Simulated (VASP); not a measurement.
# AlGa2N3 (I-4m2) in VASP: relaxation of shape and atoms at fixed volume with PBE

Aim: the relaxation of shape and atoms at fixed volume of AlGa2N3 with PBE.

Program: VASP 6.6.1. These are calculated values, not measurements. Logs are shortened: lines on timing, memory, paths and dates and some standing lists are left out, and cuts for length are marked.

## 1. The cell of the first run

The structure is tetragonal, space group I-4m2 (No. 119). The conventional cell has a = 3.152 Å, b = 3.152 Å, c = 13.336 Å, α = 90.00°, β = 90.00°, γ = 90.00°. Within 2.5 Å of Al (site symmetry -4m2) lie 4 N at 1.89 Å. Within 2.6 Å of Ga (site symmetry 2mm) lie 4 N at 1.94 to 1.95 Å. N (site symmetry 2mm) has 2 Al at 1.89 Å and 2 Ga at 1.95 Å within 2.5 Å. N (site symmetry -4m2) has 4 Ga at 1.94 Å within 2.6 Å.

## 2. Relaxation of shape and atoms at fixed volume, PBE (11.04 Å³/atom)

Contents of INCAR:

```
SYSTEM = AlGa2N3
ALGO = Normal ; EDIFF = 1E-6
EDIFFG = -0.01 ; ENCUT = 600
GGA = PE ; IBRION = 2
ISIF = 4 ; ISMEAR = 0
LASPH = .TRUE. ; LCHARG = .FALSE.
LREAL = .FALSE. ; LWAVE = .FALSE.
NELM = 100 ; NSW = 50
PREC = Accurate ; SIGMA = 0.02
```

Contents of KPOINTS:

```
k-points
0
G
  12 12 12
  0 0 0
```

Contents of POSCAR:

```
AlGa2N3
1.0
   -1.5762347609      1.5762347609      6.6677684469
    1.5762347609     -1.5762347609      6.6677684469
    1.5762347609      1.5762347609     -6.6677684469
Al Ga N
1 2 3
Direct
    0.5000000000      0.5000000000      0.0000000000
    0.8353920000      0.8353920000      0.0000000000
    0.1646080000      0.1646080000      0.0000000000
    0.4215160000      0.9215160000      0.5000000000
    0.0784840000      0.5784840000      0.5000000000
    0.7500000000      0.2500000000      0.5000000000
```

Potentials or basis: VASP PAW PBE potentials, release 64 (Al, Ga_d, N).

Started as:

```bash
cat potpaw_PBE.64/Al/POTCAR potpaw_PBE.64/Ga_d/POTCAR potpaw_PBE.64/N/POTCAR > POTCAR
mpirun -np 1 vasp_std > vasp.out
```

OUTCAR:

```text
SYSTEM = AlGa2N3
   EDIFF = 1E-6
   EDIFFG = -0.01
   ENCUT = 600
   GGA = PE
   IBRION = 2
   ISIF = 4
   ISMEAR = 0
   LASPH = .TRUE.
   LREAL = .FALSE.
   NELM = 100
   NSW = 50
   PREC = Accurate

 ion  position               nearest neighbor table
   1  0.500  0.500  0.000-   5 1.89   4 1.89   5 1.89   4 1.89   3 3.13   3 3.13   3 3.13   2 3.13
                             2 3.13   2 3.13   3 3.13   2 3.13
   2  0.835  0.835  0.000-   6 1.94   6 1.94   4 1.95   4 1.95   1 3.13   1 3.13   1 3.13   1 3.13

   3  0.165  0.165  0.000-   6 1.94   6 1.94   5 1.95   5 1.95   1 3.13   1 3.13   1 3.13   1 3.13

   4  0.422  0.922  0.500-   1 1.89   1 1.89   2 1.95   2 1.95
   5  0.078  0.578  0.500-   1 1.89   1 1.89   3 1.95   3 1.95
   6  0.750  0.250  0.500-   2 1.94   3 1.94   2 1.94   3 1.94

  LATTYP: Found a body centered tetragonal cell.
 ALAT       =     3.1524695218
 C/A-ratio  =     4.2301874139

  Lattice vectors:

 A1 = (  -1.5762347609,   1.5762347609,   6.6677684469)
 A2 = (   1.5762347609,  -1.5762347609,   6.6677684469)
 A3 = (   1.5762347609,   1.5762347609,  -6.6677684469)

Analysis of symmetry for initial positions (statically):
=====================================================================
 Subroutine PRICEL returns:
 Original cell was already a primitive cell.

 Routine SETGRP: Setting up the symmetry group for a
 body centered tetragonal supercell.

 Subroutine GETGRP returns: Found  8 space group operations
 (whereof  8 operations were pure point group operations)
 out of a pool of 16 trial point group operations.

The static configuration has the point symmetry D_2d.

Analysis of symmetry for dynamics (positions and initial velocities):
=====================================================================
 Subroutine PRICEL returns:
 Original cell was already a primitive cell.

 Routine SETGRP: Setting up the symmetry group for a
 body centered tetragonal supercell.

 Subroutine GETGRP returns: Found  8 space group operations
 (whereof  8 operations were pure point group operations)
 out of a pool of 16 trial point group operations.

The dynamic configuration has the point symmetry D_2d.

 Subroutine INISYM returns: Found  8 space group operations
 (whereof  8 operations are pure point group operations),
 and found     1 'primitive' translations

----------------------------------------------------------------------------------------

                                     Primitive cell

  volume of cell :      66.2647

  direct lattice vectors                    reciprocal lattice vectors
    -1.576234761  1.576234761  6.667768447     0.000000000  0.317211631  0.074987607
     1.576234761 -1.576234761  6.667768447     0.317211631  0.000000000  0.074987607
     1.576234761  1.576234761 -6.667768447     0.317211631  0.317211631  0.000000000

  length of vectors
     7.030516916  7.030516916  7.030516916     0.325954537  0.325954537  0.448604991

  position of ions in fractional coordinates (direct lattice)
     0.500000000  0.500000000  0.000000000
     0.835392000  0.835392000  0.000000000
     0.164608000  0.164608000  0.000000000
     0.421516000  0.921516000  0.500000000
     0.078484000  0.578484000  0.500000000
     0.750000000  0.250000000  0.500000000

  ion indices of the primitive-cell ions
   primitive index   ion index
                 1           1
                 2           2
                 3           3
                 4           4
                 5           5
                 6           6

----------------------------------------------------------------------------------------
[... 80 lines left out ...]
   PSTRESS=    0.0 pullay stress
   NELECT =      44.0000    total number of electrons
   NUPDOWN=      -1.0000    fix difference up-down
   EMIN   =  10.00;   EMAX   =-10.00  energy-range for DOS
   EFERMI =   0.00;   METHOD = LEGACY
   ISMEAR =     0;   SIGMA  =   0.02  broadening in eV -4-tet -1-fermi 0-gaus
   EFERMI_NEDOS =   21; number of points for ismear=-14 and -15
   IALGO  =     38    algorithm
   IMIX   =      4    mixing-type and parameters
     AMIX     =   0.40;   BMIX     =  1.00
     AMIX_MAG =   1.60;   BMIX_MAG =  1.00
  volume/ion in A,a.u.               =      11.04        74.53
  Fermi-wavevector in a.u.,A,eV,Ry     =   1.428230  2.698964 27.753738  2.039842
  Thomas-Fermi vector in A             =   2.548315
   LORBIT       =      0    0 simple, 1 ext, 2 COOP (PROOUT), +10 PAW based schemes
   GGA     = PE    functional components
   LHFCALC =     F    Hartree Fock is set to
   AEXX    =    0.0000 exact exchange contribution
   IVDW    =     0    specifies the selected vdW correction
   LEPSILON=     F    determine dielectric tensor
   LRPA    =     F    only Hartree local field effects (RPA)
 conjugate gradient relaxation of ions
 non-spin polarized calculation
 Gauss-broadening in eV      SIGMA  =   0.02
  energy-cutoff  :      600.00
  volume of cell :       66.26
 maximum number of plane-waves:      2233
   NGX = 27   NGY = 27   NGZ = 27

--------------------------------------- Ionic step        1  -------------------------------------------

 number of electron      44.0000007 magnetization

 Free energy of the ion-electron system (eV)
  ---------------------------------------------------
  ext. energy  EPLUGINS =         0.00000000
  ---------------------------------------------------
  free energy    TOTEN  =       -39.10628221 eV

  energy without entropy =      -39.10628221  energy(sigma->0) =      -39.10628221

------------------------ aborting loop because EDIFF is reached ----------------------------------------

  FORCE on cell =-STRESS in cart. coord.  units (eV):
  Direction    XX          YY          ZZ          XY          YZ          ZX
  --------------------------------------------------------------------------------------
  -------------------------------------------------------------------------------------
  Total        2.3240716      2.3240716      2.3030086      0.0000000     -0.0000000      0.0000000
  in kB       56.1924251     56.1924251     55.6831552      0.0000000     -0.0000000      0.0000000
  external PRESSURE =      56.0226685 kB  Pullay stress =       0.0000000 kB

 VOLUME and BASIS-vectors are now :
 -----------------------------------------------------------------------------
  energy-cutoff  :      600.00
  volume of cell :       66.26
      direct lattice vectors                 reciprocal lattice vectors
    -1.576234761  1.576234761  6.667768447     0.000000000  0.317211631  0.074987607
     1.576234761 -1.576234761  6.667768447     0.317211631  0.000000000  0.074987607
     1.576234761  1.576234761 -6.667768447     0.317211631  0.317211631  0.000000000

 POSITION                                       TOTAL-FORCE (eV/Angst)
 -----------------------------------------------------------------------------------
      0.00000      0.00000      6.66777         0.000000     -0.000000     -0.000000
      0.00000      0.00000     11.14040         0.000000     -0.000000      0.003342
      0.00000      0.00000      2.19514         0.000000     -0.000000     -0.003342
      1.57623      0.00000      5.62114        -0.000000      0.000000      0.019501
      1.57623      0.00000      1.04663        -0.000000      0.000000     -0.019501
      0.00000      1.57623      3.33388         0.000000     -0.000000     -0.000000
 -----------------------------------------------------------------------------------
    total drift:                                0.000001     -0.000001      0.000000

  FREE ENERGIE OF THE ION-ELECTRON SYSTEM (eV)
  ---------------------------------------------------
  free  energy   TOTEN  =       -39.1062822056 eV

  energy  without entropy=      -39.1062822056  energy(sigma->0) =      -39.10628221

--------------------------------------- Ionic step        2  -------------------------------------------

 number of electron      44.0000007 magnetization

 Free energy of the ion-electron system (eV)
  ---------------------------------------------------
  ext. energy  EPLUGINS =         0.00000000
  ---------------------------------------------------
  free energy    TOTEN  =       -39.10630294 eV

  energy without entropy =      -39.10630294  energy(sigma->0) =      -39.10630294

 E-fermi :   5.6703     XC(G=0): -11.4671

 val. band max:        5.5822930085   @ k =   0.0000   0.0000   0.0000
 cond. band min:       8.0422943933   @ k =   0.0000   0.0000   0.0000
 fundamental gap:      2.4600013847
 Fermi energy:         5.6702549125

 k-point     1 :       0.0000    0.0000    0.0000
  band No.  band energies     occupation
      1     -10.1259      2.00000
      2      -9.2043      2.00000
      3      -8.6919      2.00000
      4      -7.5916      2.00000
      5      -7.5916      2.00000
      6      -7.5454      2.00000
[... 685 lines left out ...]
     25      12.3177      0.00000
     26      13.1309      0.00000

 [... further k-points ...]

------------------------ aborting loop because EDIFF is reached ----------------------------------------

  FORCE on cell =-STRESS in cart. coord.  units (eV):
  Direction    XX          YY          ZZ          XY          YZ          ZX
  --------------------------------------------------------------------------------------
  -------------------------------------------------------------------------------------
  Total        2.3310443      2.3310443      2.3072919      0.0000000      0.0000000      0.0000000
  in kB       56.3610158     56.3610158     55.7867197      0.0000000      0.0000000      0.0000000
  external PRESSURE =      56.1695838 kB  Pullay stress =       0.0000000 kB

 VOLUME and BASIS-vectors are now :
 -----------------------------------------------------------------------------
  energy-cutoff  :      600.00
  volume of cell :       66.26
      direct lattice vectors                 reciprocal lattice vectors
    -1.576323747  1.576323747  6.667015652     0.000000000  0.317193724  0.074996074
     1.576323747 -1.576323747  6.667015652     0.317193724  0.000000000  0.074996074
     1.576323747  1.576323747 -6.667015652     0.317193724  0.317193724  0.000000000

 POSITION                                       TOTAL-FORCE (eV/Angst)
 -----------------------------------------------------------------------------------
      1.57632      1.57632      0.00000        -0.000000      0.000000      0.000000
      0.00000      0.00000     11.13930         0.000000     -0.000000      0.009470
      0.00000      0.00000      2.19473         0.000000     -0.000000     -0.009470
      1.57632      0.00000      5.62145        -0.000000      0.000000     -0.002288
      1.57632      0.00000      1.04557        -0.000000      0.000000      0.002288
     -0.00000      1.57632      3.33351        -0.000000      0.000000      0.000000
 -----------------------------------------------------------------------------------
    total drift:                                0.000001     -0.000001      0.000000

  FREE ENERGIE OF THE ION-ELECTRON SYSTEM (eV)
  ---------------------------------------------------
  free  energy   TOTEN  =       -39.1063029350 eV

  energy  without entropy=      -39.1063029350  energy(sigma->0) =      -39.10630294

 reached required accuracy - stopping structural energy minimisation
```

Run time: 25 min. Hardware: 1 thread of Oxide Virtual Turin-like, shared host; peak memory 0.64 GiB.

What came out:

```
Free energy                  : -39.1063 eV
Energy gained by relaxing    : 0.0 meV/atom
Ionic steps                  : 2
Pressure after relaxing      : 5.6 GPa
Largest force after relaxing : 0.009 eV/Å
Band gap on the k mesh       : 2.46 eV
```

Forces on the atoms (eV/Å):
```
Al   0.000  0.000  0.000
Ga   0.000  0.000  0.009
Ga   0.000  0.000 -0.009
N    0.000  0.000 -0.002
N    0.000  0.000  0.002
N    0.000  0.000  0.000
```

Final structure:
```
CELL_PARAMETERS angstrom
-1.57632 1.57632 6.66702
1.57632 -1.57632 6.66702
1.57632 1.57632 -6.66702
ATOMIC_POSITIONS crystal
Al 0.50000 0.50000 0.00000
Ga 0.83540 0.83540 0.00000
Ga 0.16460 0.16460 0.00000
N 0.42159 0.92159 0.50000
N 0.07841 0.57841 0.50000
N 0.75000 0.25000 0.50000
```

Levels at points of the mesh, in eV from the valence-band top:
```csv
k point,band 19,band 20,band 21,band 22,band 23,band 24,band 25,band 26
"(0.00, 0.00, 0.00)",-1.80,-0.13,0.00,0.00,2.46,4.52,4.54,7.42
"(0.50, 0.00, 0.00)",-1.17,-0.83,-0.80,-0.71,5.27,6.27,7.41,7.69
"(0.50, 0.50, 0.00)",-3.12,-3.09,-2.44,-2.41,3.30,5.22,5.40,6.83
"(0.50, 0.50, 0.50)",-0.95,-0.95,-0.51,-0.51,3.34,4.39,4.63,7.23
```

A k mesh can miss the band edges.
